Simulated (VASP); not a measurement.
The system is CaB.

```
CELL_PARAMETERS angstrom
3.54009 0.00000 0.00000
-1.77004 3.06581 0.00000
0.00000 0.00000 9.38331
ATOMIC_POSITIONS crystal
Ca 0.33333 0.66667 0.32219
Ca 0.66667 0.33333 0.67781
B 0.33333 0.66667 0.89625
B 0.66667 0.33333 0.10375
```

| Property | Result |
| --- | --- |
| Program | VASP 6.6.1 |
| Task | relaxation of cell and atoms |
| Functional | PBE |
| Potentials or basis | VASP PAW PBE potentials, release 64 (Ca_sv, B) |
| Cutoff | 600 eV |
| k mesh | 6 × 6 × 2 |
| Occupations | gaussian, width 0.1 eV |
| Spin | no spin polarisation |

At the start: pressure -6.0 GPa; volume 25.46 Å³/atom.

Q: How do energy, volume and symmetry change on relaxing?

A: Over 22 steps the energy falls by 1058.7 meV/atom and the volume is 18.84 Å³/atom (-26.0 %); space group P-3m1 (No. 164, to 0.05 Å).

The path:
```tsv
step	energy change (eV)	largest force (eV/Å)	pressure (GPa)	volume (Å³)
1	0.0000	1.4448	-5.97	101.84
2	-1.1839	2.3955	-3.78	88.25
3	0.3583	4.0177	43.23	52.01
4	-1.2994	3.1938	1.92	78.00
5	-1.5125	3.6732	11.54	66.61
6	-2.0325	3.0657	12.16	65.31
7	-1.8798	1.9082	18.21	62.65
8	-2.1680	2.0082	14.14	64.29
9	-2.5941	1.5556	8.42	68.34
10	-3.0207	0.9082	-0.68	77.86
11	-3.0378	0.9948	-2.06	80.00
12	-3.2009	0.9155	-1.81	79.92
13	-3.7237	0.8652	-1.68	79.47
14	-4.1137	0.8225	0.76	77.70
15	-4.1338	0.6799	-0.14	78.13
16	-4.1753	0.3004	-0.60	77.80
17	-4.1783	0.3760	-0.57	77.88
18	-4.2001	0.3305	-0.26	76.95
19	-4.2285	0.1069	1.07	74.21
20	-4.2311	0.1531	-0.47	75.82
21	-4.2343	0.0506	0.17	75.13
22	-4.2349	0.0245	0.04	75.37
```

Final structure:
```
Ca B
1.0
     3.29958    0.00000    0.00000
    -1.64979    2.85752    0.00000
     0.00000    0.00000    7.99330
Ca B
2 2
Direct
  0.33333 0.66667 0.29676
  0.66667 0.33333 0.70324
  0.33333 0.66667 0.98365
  0.66667 0.33333 0.01635
```

Caveat: the volume moved by over 15 % at a fixed basis, so the end points are rough.
